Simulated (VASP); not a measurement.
# LiF (P6_3mc) in VASP: settings compared

The runs below take LiF through relaxation of cell and atoms, with PBEsol, LDA.

Everything below comes from runs of VASP 6.6.1. Logs are shortened: lines on timing, memory, paths and dates and some standing lists are left out, and cuts for length are marked.

## 1. The cell of the first run

The structure is hexagonal, space group P6_3mc (No. 186). The conventional cell has a = 3.124 Å, b = 3.124 Å, c = 4.904 Å, α = 90.00°, β = 90.00°, γ = 120.00°. Li (site symmetry 3m) has 4 F at 1.89 to 1.90 Å within 2.5 Å. Within 2.5 Å of F (site symmetry 3m) lie 4 Li at 1.89 to 1.90 Å.

## 2. Relaxation of cell and atoms, PBEsol

File INCAR:

```
ALGO = Normal
EDIFF = 1E-6
EDIFFG = -0.005
ENCUT = 600
GGA = PS
IBRION = 2
ISIF = 3
ISMEAR = -1
LASPH = True
LCHARG = False
LREAL = False
LWAVE = False
NELM = 80
NSW = 80
PREC = Accurate
SIGMA = 0.02
```

File KPOINTS:

```
k-points
0
Gamma
  12 12 6
```

File POSCAR:

```
LiF
1.0
    3.1244987426      0.0000000000      0.0000000000
   -1.5622493713      2.7058952852      0.0000000000
    0.0000000000      0.0000000000      4.9043082336
Li F
2 2
Direct
    0.3333333333      0.6666666667     -0.0058931505
    0.6666666667      0.3333333333      0.4941068495
    0.3333333333      0.6666666667      0.3808931505
    0.6666666667      0.3333333333      0.8808931505
```

Potentials or basis: VASP PAW PBE potentials, release 64 (Li_sv, F).

Command:

```console
$ cat potpaw_PBE.64/Li_sv/POTCAR potpaw_PBE.64/F/POTCAR > POTCAR
$ mpirun -np 1 vasp_std > vasp.out
```

OUTCAR:

```text
EDIFF = 1E-6
   EDIFFG = -0.005
   ENCUT = 600
   GGA = PS
   IBRION = 2
   ISIF = 3
   ISMEAR = -1
   LASPH = True
   LREAL = False
   NELM = 80
   NSW = 80
   PREC = Accurate

 ion  position               nearest neighbor table
   1  0.333  0.667  0.994-   4 1.89   4 1.89   4 1.89   3 1.90
   2  0.667  0.333  0.494-   3 1.89   3 1.89   3 1.89   4 1.90
   3  0.333  0.667  0.381-   2 1.89   2 1.89   2 1.89   1 1.90
   4  0.667  0.333  0.881-   1 1.89   1 1.89   1 1.89   2 1.90

  LATTYP: Found a hexagonal cell.
 ALAT       =     3.1244987426
 C/A-ratio  =     1.5696304072

  Lattice vectors:

 A1 = (   3.1244987426,   0.0000000000,   0.0000000000)
 A2 = (  -1.5622493713,   2.7058952852,   0.0000000000)
 A3 = (   0.0000000000,   0.0000000000,   4.9043082336)

Analysis of symmetry for initial positions (statically):
=====================================================================
 Subroutine PRICEL returns:
 Original cell was already a primitive cell.

 Routine SETGRP: Setting up the symmetry group for a
 hexagonal supercell.

 Subroutine GETGRP returns: Found 12 space group operations
 (whereof  6 operations were pure point group operations)
 out of a pool of 24 trial point group operations.

The static configuration has the point symmetry C_3v.
 The point group associated with its full space group is C_6v.

Analysis of symmetry for dynamics (positions and initial velocities):
=====================================================================
 Subroutine PRICEL returns:
 Original cell was already a primitive cell.

 Routine SETGRP: Setting up the symmetry group for a
 hexagonal supercell.

 Subroutine GETGRP returns: Found 12 space group operations
 (whereof  6 operations were pure point group operations)
 out of a pool of 24 trial point group operations.

The dynamic configuration has the point symmetry C_3v.
 The point group associated with its full space group is C_6v.

 Subroutine INISYM returns: Found 12 space group operations
 (whereof  6 operations are pure point group operations),
 and found     1 'primitive' translations

----------------------------------------------------------------------------------------

                                     Primitive cell
[... 112 lines left out ...]
   IALGO  =     38    algorithm
   IMIX   =      4    mixing-type and parameters
     AMIX     =   0.40;   BMIX     =  1.00
     AMIX_MAG =   1.60;   BMIX_MAG =  1.00
  volume/ion in A,a.u.               =      10.37        69.95
  Fermi-wavevector in a.u.,A,eV,Ry     =   1.283892  2.426204 22.427550  1.648378
  Thomas-Fermi vector in A             =   2.416118
   LORBIT       =      0    0 simple, 1 ext, 2 COOP (PROOUT), +10 PAW based schemes
   GGA     = PS    functional components
   LHFCALC =     F    Hartree Fock is set to
   AEXX    =    0.0000 exact exchange contribution
   IVDW    =     0    specifies the selected vdW correction
   LEPSILON=     F    determine dielectric tensor
   LRPA    =     F    only Hartree local field effects (RPA)
 conjugate gradient relaxation of ions
 non-spin polarized calculation
  energy-cutoff  :      600.00
  volume of cell :       41.46
 maximum number of plane-waves:      1412
 NGX is ok and might be reduce to    28
   NGX = 13   NGY = 13   NGZ = 19

--------------------------------------- Ionic step        1  -------------------------------------------

 number of electron      20.0000014 magnetization

 Free energy of the ion-electron system (eV)
  ---------------------------------------------------
  ext. energy  EPLUGINS =         0.00000000
  ---------------------------------------------------
  free energy    TOTEN  =       -19.60611995 eV

  energy without entropy =      -19.60611995  energy(sigma->0) =      -19.60611995

------------------------ aborting loop because EDIFF is reached ----------------------------------------

  FORCE on cell =-STRESS in cart. coord.  units (eV):
  Direction    XX          YY          ZZ          XY          YZ          ZX
  --------------------------------------------------------------------------------------
  -------------------------------------------------------------------------------------
  Total       -0.5309904     -0.5309904     -0.5757905      0.0000000      0.0000000     -0.0000000
  in kB      -20.5176749    -20.5176749    -22.2487692      0.0000000      0.0000000     -0.0000000
  external PRESSURE =     -21.0947063 kB  Pullay stress =       0.0000000 kB
[... 253 lines left out ...]
--------------------------------------- Ionic step        8  -------------------------------------------

 number of electron      20.0000012 magnetization

 Free energy of the ion-electron system (eV)
  ---------------------------------------------------
  ext. energy  EPLUGINS =         0.00000000
  ---------------------------------------------------
  free energy    TOTEN  =       -19.61817146 eV

  energy without entropy =      -19.61817146  energy(sigma->0) =      -19.61817146

 E-fermi :  -2.0975     XC(G=0):  -9.0331

 val. band max:       -2.5279442563   @ k =   0.0000   0.0000   0.0000
 cond. band min:       5.0960506806   @ k =   0.0000   0.0000   0.0000
 fundamental gap:      7.6239949369
 Fermi energy:        -2.0975386753

 k-point     1 :       0.0000    0.0000    0.0000
  band No.  band energies     occupation
      1     -42.3051      2.00000
      2     -42.2596      2.00000
      3     -21.8671      2.00000
      4     -21.6180      2.00000
      5      -4.7533      2.00000
      6      -3.0375      2.00000
      7      -3.0375      2.00000
      8      -2.7067      2.00000
      9      -2.7067      2.00000
     10      -2.5279      2.00000
     11       5.0961      0.00000
     12       9.4169      0.00000
     13      12.6397      0.00000
     14      15.8218      0.00000
[... 377 lines left out ...]
      1     -42.2756      2.00000
      2     -42.2531      2.00000
      3     -21.7427      2.00000
      4     -21.6208      2.00000
      5      -4.3925      2.00000
      6      -3.8333      2.00000
      7      -3.5050      2.00000
      8      -3.4156      2.00000
      9      -2.9107      2.00000
     10      -2.8554      2.00000
     11       7.2839      0.00000
     12       9.5929      0.00000
     13      12.1322      0.00000
     14      13.6139      0.00000

 [... further k-points ...]

------------------------ aborting loop because EDIFF is reached ----------------------------------------

  FORCE on cell =-STRESS in cart. coord.  units (eV):
  Direction    XX          YY          ZZ          XY          YZ          ZX
  --------------------------------------------------------------------------------------
  -------------------------------------------------------------------------------------
  Total        0.0198925      0.0198925     -0.0047362      0.0000000      0.0000000      0.0000000
  in kB        0.8027638      0.8027638     -0.1911294      0.0000000      0.0000000      0.0000000
  external PRESSURE =       0.4714661 kB  Pullay stress =       0.0000000 kB
[... 19 lines left out ...]
  FREE ENERGIE OF THE ION-ELECTRON SYSTEM (eV)
  ---------------------------------------------------
  free  energy   TOTEN  =       -19.6181714579 eV

  energy  without entropy=      -19.6181714579  energy(sigma->0) =      -19.61817146

 reached required accuracy - stopping structural energy minimisation
```

Wall time 2.7 min (1 thread of Intel Xeon Platinum 8488C (Sapphire Rapids), shared host); peak memory 0.2 GiB.

Results:

| Item | Value |
| --- | --- |
| Free energy | -19.6182 eV |
| Relaxed volume | 9.93 Å³/atom |
| Relaxed cell | a = 3.089 Å, b = 3.089 Å, c = 4.803 Å, α = 90.00°, β = 90.00°, γ = 120.00° |
| Space group after relaxing (to 0.1 Å) | P6_3mc (No. 186) |
| Energy gained by relaxing | 3.0 meV/atom |
| Ionic steps | 8 |
| Pressure after relaxing | 0.0 GPa |
| Band gap on the k mesh | 7.62 eV |

Forces in eV/Å, atoms in the order of the input:
```
Li   0.000  0.000 -0.003
Li   0.000  0.000 -0.003
F    0.000  0.000  0.003
F    0.000  0.000  0.003
```

Step by step:
```tsv
step	energy change (eV)	largest force (eV/Å)	pressure (GPa)	volume (Å³)
1	0.0000	0.0007	-2.11	41.46
2	-0.0084	0.0053	-1.16	40.65
3	-0.0116	0.0104	-0.11	39.85
4	-0.0117	0.0110	0.00	39.76
5	-0.0117	0.0112	0.04	39.73
6	-0.0117	0.0101	0.05	39.73
7	-0.0119	0.0074	0.05	39.72
8	-0.0121	0.0027	0.05	39.70
```

Final structure:
```
CELL_PARAMETERS angstrom
3.08937 0.00000 0.00000
-1.54468 2.67547 0.00000
0.00000 0.00000 4.80333
ATOMIC_POSITIONS crystal
Li 0.33333 0.66667 0.99271
Li 0.66667 0.33333 0.49271
F 0.33333 0.66667 0.38229
F 0.66667 0.33333 0.88229
```

Caveat: the cutoff is under 1.25 times the usual one of these potentials, so pressure, stress and relaxed cells hold a basis-set (Pulay) error; the PAW data sets were made with another functional, which shifts forces and pressure a little. A k mesh can miss the band edges.

## 3. Relaxation of cell and atoms, LDA

File INCAR:

```
ALGO = Normal ; EDIFF = 1E-6
EDIFFG = -0.005 ; ENCUT = 600
IBRION = 2 ; ISIF = 3
ISMEAR = -1 ; LASPH = True
LCHARG = False ; LREAL = False
LWAVE = False ; NELM = 100
NSW = 80 ; PREC = Accurate
SIGMA = 0.02
```

KPOINTS is that of step 2.

POSCAR is that of step 2.

Potentials or basis: VASP PAW LDA potentials, release 64 (Li_sv, F).

Command:

```console
$ cat potpaw_LDA.64/Li_sv/POTCAR potpaw_LDA.64/F/POTCAR > POTCAR
$ mpirun -np 1 vasp_std > vasp.out
```

Run time: 3.8 min. Hardware: 1 thread of Intel Xeon Platinum 8488C (Sapphire Rapids), shared host; peak memory 0.18 GiB.

The run converged. Its results:

```
Free energy                           : -20.8349 eV
Relaxed volume                        : 9.16 Å³/atom
Relaxed cell                          : a = 3.028 Å, b = 3.028 Å, c = 4.613 Å, α = 90.00°, β = 90.00°, γ = 120.00°
Space group after relaxing (to 0.1 Å) : P6_3mc (No. 186)
Energy gained by relaxing             : 25.7 meV/atom
Ionic steps                           : 11
Pressure after relaxing               : 0.0 GPa
Band gap on the k mesh                : 7.85 eV
```

Step by step:
```
step  energy change (eV)  largest force (eV/Å)  pressure (GPa)  volume (Å³)
   1              0.0000                0.0074           -6.17        41.46
   2             -0.0729                0.0037           -3.62        39.11
   3             -0.1008                0.0163           -0.50        37.03
   4             -0.1013                0.0186            0.02        36.72
   5             -0.1013                0.0178           -0.13        36.81
   6             -0.1014                0.0158           -0.13        36.81
   7             -0.1018                0.0102           -0.12        36.80
   8             -0.1023                0.0005           -0.11        36.77
   9             -0.1027                0.0141           -0.12        36.70
  10             -0.1022                0.0365            0.29        36.48
  11             -0.1028                0.0004           -0.01        36.64
```

Final structure:
```yaml
crystal:
  lattice:
    - [3.02834, 0.00000, 0.00000]
    - [-1.51417, 2.62262, 0.00000]
    - [0.00000, 0.00000, 4.61312]
  atoms:
    - { symbol: Li, position: [0.33333, 0.66667, 0.98946] }
    - { symbol: Li, position: [0.66667, 0.33333, 0.48946] }
    - { symbol: F, position: [0.33333, 0.66667, 0.38554] }
    - { symbol: F, position: [0.66667, 0.33333, 0.88554] }
```

Levels at points of the mesh, in eV from the valence-band top:
| k point | band 8 | band 9 | band 10 | band 11 | band 12 | band 13 |
| --- | --- | --- | --- | --- | --- | --- |
| (0.00, 0.00, 0.00) | -0.28 | -0.28 | 0.00 | 7.85 | 12.34 | 15.82 |
| (0.50, 0.00, 0.00) | -1.28 | -0.67 | -0.52 | 11.14 | 12.31 | 15.09 |
| (0.00, 0.00, 0.50) | -0.48 | -0.48 | -0.48 | 9.65 | 9.65 | 18.03 |
| (0.50, 0.00, 0.50) | -0.93 | -0.66 | -0.66 | 11.08 | 11.08 | 15.08 |

Caveat: the cutoff is under 1.25 times the usual one of these potentials, so pressure, stress and relaxed cells hold a basis-set (Pulay) error.
